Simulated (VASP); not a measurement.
Wanted: the native input for a VASP 6.6.1 run.

```
Task                   : single point
Functional             : r2SCAN
Potentials or basis    : VASP PAW PBE potentials, release 64 (Ge_d)
Cutoff                 : 520 eV
k mesh                 : 8 × 8 × 1
Occupations            : fermi-dirac, width 0.02 eV
Spin                   : no spin polarisation
Dipole correction      : yes
Further INCAR settings : ALGO = Normal; EDIFF = 1e-07; NBANDS = 51
```

The system is Ge, a slab with vacuum.

```xyz
6
Lattice="4.0125 0.0000 0.0000 0.0000 4.0125 0.0000 0.0000 0.0000 23.0931" Properties=species:S:1:pos:R:3 pbc="T T T"
Ge    3.0093    0.0000    8.0000
Ge    1.0031    0.0000    9.4186
Ge    1.0031    2.0062   10.8372
Ge    3.0093    2.0062   12.2559
Ge    3.0093    0.0000   13.6745
Ge    1.0031    0.0000   15.0931
```

One way to write it, as run:

POSCAR

```
Ge
1.0
    4.0124552903      0.0000000000      0.0000000000
    0.0000000000      4.0124552903      0.0000000000
    0.0000000000      0.0000000000     23.0931000000
Ge
6
Direct
    0.7500000000      0.0000000000      0.3464241297
    0.2500000000      0.0000000000      0.4078544778
    0.2500000000      0.5000000000      0.4692848259
    0.7500000000      0.5000000000      0.5307151741
    0.7500000000      0.0000000000      0.5921455222
    0.2500000000      0.0000000000      0.6535758703
```

INCAR.step1

```
SYSTEM = Ge
ALGO     = Normal         ! electronic algorithm
DIPOL    = 0.5 0.5 0.500
EDIFF    = 1E-4           ! SCF threshold, eV
ENCUT    = 520            ! plane-wave cutoff, eV
GGA      = PE             ! functional
IDIPOL   = 3            
ISMEAR   = -1             ! smearing method
LASPH    = .TRUE.         ! aspherical terms in the spheres
LCHARG   = .FALSE.        ! write CHGCAR
LDIPOL   = .TRUE.       
LREAL    = .FALSE.        ! projectors in reciprocal space
LWAVE    = .TRUE.         ! write WAVECAR
NBANDS   = 51             ! bands
NELM     = 80             ! most SCF steps
PREC     = Accurate       ! precision mode
SIGMA    = 0.02           ! smearing width, eV
```

INCAR.step2

```
SYSTEM = Ge
ALGO     = Normal         ! electronic algorithm
DIPOL    = 0.5 0.5 0.500
EDIFF    = 1E-7           ! SCF threshold, eV
ENCUT    = 520            ! plane-wave cutoff, eV
IDIPOL   = 3            
ISIF     = 2              ! what is computed and relaxed
ISMEAR   = -1             ! smearing method
ISTART   = 1            
LASPH    = .TRUE.         ! aspherical terms in the spheres
LCHARG   = .FALSE.        ! write CHGCAR
LDIPOL   = .TRUE.       
LMIXTAU  = .TRUE.       
LREAL    = .FALSE.        ! projectors in reciprocal space
LWAVE    = .FALSE.        ! write WAVECAR
METAGGA  = R2SCAN         ! meta-GGA
NBANDS   = 51             ! bands
NELM     = 80             ! most SCF steps
PREC     = Accurate       ! precision mode
SIGMA    = 0.02           ! smearing width, eV
```

KPOINTS

```
k-points
0
G
  8 8 1
  0 0 0
```

Potentials or basis: VASP PAW PBE potentials, release 64 (Ge_d).

Run with:

```sh
$ cat potpaw_PBE.64/Ge_d/POTCAR > POTCAR
$ cp INCAR.step1 INCAR
$ mpirun -np 1 vasp_std > vasp.out
$ cp INCAR.step2 INCAR
$ mpirun -np 1 vasp_std > vasp.out
```

It gave:

```json
{"Largest force": "0.134 eV/Å", "Band gap on the k mesh": "zero (bands 42 and 43 overlap by 1.13 eV)"}
```

Caveat: the PAW data sets were made with another functional, which shifts forces and pressure a little.

It took 23 min on 1 thread of AMD EPYC 9R45 (Zen 5), on a shared host, peak memory 0.6 GiB.
